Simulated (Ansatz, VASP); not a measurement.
## One calculation of Cr, two programs

File INCAR:

```
PREC = Accurate ; ENCUT = 520
EDIFF = 1E-6 ; ISMEAR = -1
SIGMA = 0.03 ; LREAL = F
LASPH = T ; NELM = 60
ALGO = Normal ; ISIF = 2
LWAVE = F ; LCHARG = F
GGA = CA ; NBANDS = 19
```

File KPOINTS:

```
regular mesh
0
Gamma
  12 12 7
```

The input POSCAR:

```
Cr
1.0
    2.5708859957      0.0000000000      0.0000000000
   -1.2854429979      2.2264525826      0.0000000000
    0.0000000000      0.0000000000      4.1774529260
Cr
2
Direct
    0.3333333333      0.6666666667      0.2500000000
    0.6666666667      0.3333333333      0.7500000000
```

Input for Ansatz:

```yaml
crystal:
  lattice:
    - [2.5708859957, 0.0, 0.0]
    - [-1.2854429979, 2.2264525826, 0.0]
    - [0.0, 0.0, 4.177452926]
  atoms:
    - { symbol: Cr, position: [0.3333333333, 0.6666666667, 0.25] }
    - { symbol: Cr, position: [0.6666666667, 0.3333333333, 0.75] }
kpoints:
  mp_grid: { grid: [12, 12, 7] }
scf:
  occupations: { method: fermi_dirac, width: 0.03 }
  lower_state_search: "off"
hamiltonian:
  xc: lda
  pseudopotentials: { kind: paw }
output:
  forces: true
  stress: true
  eigenvalues: true
```

Change from the starting cell: volume scaled by 0.85, no spin polarisation, PAW files.

Alike in both runs: task single point; functional LDA; k mesh 12 × 12 × 7; occupations fermi-dirac, width 0.03 eV; no spin polarisation.

|  | VASP | Ansatz |
| --- | --- | --- |
| version | VASP 6.6.1 | Ansatz 0.2.0 |
| potentials or method | VASP PAW LDA potentials, release 64 (Cr_pv) | PAW with Ansatz's default frozen-core files, scalar-relativistic |
| plane-wave cutoff (eV) | 520 | 420 |
| valence electrons in the cell | 24 | 28 |

Ansatz gave:

- pressure (GPa): -17.0
- traceless stress, the component that is largest in VASP (GPa): 6.70

Question: Estimate VASP's values.

Answer: Pressure (GPa): -17.1; traceless stress, the component that is largest in VASP (GPa): 6.44.

LDA's correlation is that of Perdew and Zunger in VASP and of Perdew and Wang (1992) in Ansatz. VASP's potentials hold 24 valence electrons a cell and Ansatz's 28, so a difference there can come from the potentials and not from the codes.
